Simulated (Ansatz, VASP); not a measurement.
## Two plane-wave programs on In2Te2O

```xyz
5
Lattice="4.9724 0.0000 0.0000 -2.4862 4.3062 0.0000 0.0000 0.0000 6.4705" Properties=species:S:1:pos:R:3 pbc="T T T"
In    0.0000    2.8708    3.2352
In    2.4862    1.4354    3.2352
Te    0.0000    2.8708    0.0000
Te    2.4862    1.4354    0.0000
O     0.0000    0.0000    0.0000
```

Alike in both runs: functional PBE; k mesh 12 × 12 × 6; occupations gaussian, width 0.1 eV; no spin polarisation.

Ansatz relaxed the structure, and its values are those at the end. VASP's run is a single point on that final structure, the one shown.

|  | VASP | Ansatz |
| --- | --- | --- |
| version | VASP 6.6.1 | Ansatz 0.2.0 |
| potentials or method | VASP PAW PBE potentials, release 64 (In_d, Te, O), cutoff 520 eV | scalar-relativistic, plane waves, PAW |
| valence electrons in the cell | 44 | 64 |

|  | VASP | Ansatz | Ansatz less VASP |
| --- | --- | --- | --- |
| gap on the k mesh at the Fermi level (eV) | none | none | - |
| pressure (GPa) | -0.1 | 0.0 | +0.07 |

A gap of «none» marks a metal or a gap that the smearing closes. VASP's potentials hold 44 valence electrons a cell and Ansatz's 64, so a difference there can come from the potentials and not from the codes.

Neither program's run includes spin-orbit coupling.
